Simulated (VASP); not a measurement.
Write the native input for VASP 6.6.1 that does the following.

| Item | Value |
| --- | --- |
| Task | single point |
| Functional | LDA |
| Potentials or basis | VASP PAW LDA potentials, release 64 (Li_sv, H) |
| Cutoff | 520 eV |
| k mesh | 3 × 3 × 3 |
| Occupations | fermi-dirac, width 0.1 eV |
| Spin | no spin polarisation |
| Dipole correction | no |
| Further INCAR settings | LREAL = Auto; ALGO = Normal; EDIFF = 1e-07; NBANDS = 38 |

The structure of Li16H (a cell with a defect) lies in POSCAR:

```
Li16H
1.0
    6.9800000000      0.0000000000      0.0000000000
    0.0000000000      6.9800000000      0.0000000000
    0.0000000000      0.0000000000      6.9800000000
Li H
16 1
Direct
   -0.0212438395      0.0004570201      0.0341415473
    0.5103094556      0.0004739255      0.0018148997
    0.0109727794      0.5004277937     -0.0074482808
   -0.0220000000      0.0004627507      0.4602280802
    0.2616270774      0.2603014327      0.2472153295
    0.4953368195      0.5005830946     -0.0218163324
    0.5175471347      0.0004863897      0.4858666189
    0.7481323782      0.2645892550      0.2450416905
    0.0078770774      0.5004133238      0.4989638968
    0.2615965616      0.7407424069      0.2472286533
    0.2387548711      0.2302661891      0.7437613181
    0.4975863897      0.5005733524      0.5141606017
    0.7484136103      0.7366922636      0.2450567335
    0.7597935530      0.2519487106      0.7474661891
    0.2387032951      0.7707280802      0.7437507163
    0.7599067335      0.7490853868      0.7474588825
    0.7997369628      0.0006588825      0.2510309456
```

The input as run:

INCAR

```
PREC = Accurate
ENCUT = 520
EDIFF = 1E-7
ISMEAR = -1
SIGMA = 0.1
LREAL = Auto
LASPH = True
NELM = 100
ALGO = Normal
ISIF = 2
LWAVE = False
LCHARG = False
NBANDS = 38
```

KPOINTS

```
regular mesh
0
Gamma
  3 3 3
```

Potentials or basis: VASP PAW LDA potentials, release 64 (Li_sv, H).

The run is started by

```bash
$ cat potpaw_LDA.64/Li_sv/POTCAR potpaw_LDA.64/H/POTCAR > POTCAR
$ mpirun -np 1 vasp_std > vasp.out
```

Results of the run:

| Quantity | Value |
| --- | --- |
| Largest force | 0.034 eV/Å |

Run time: 2.4 min on 1 thread of Intel(R) Xeon(R) 6975P-C (Granite Rapids) (shared host), peak memory 0.34 GiB.
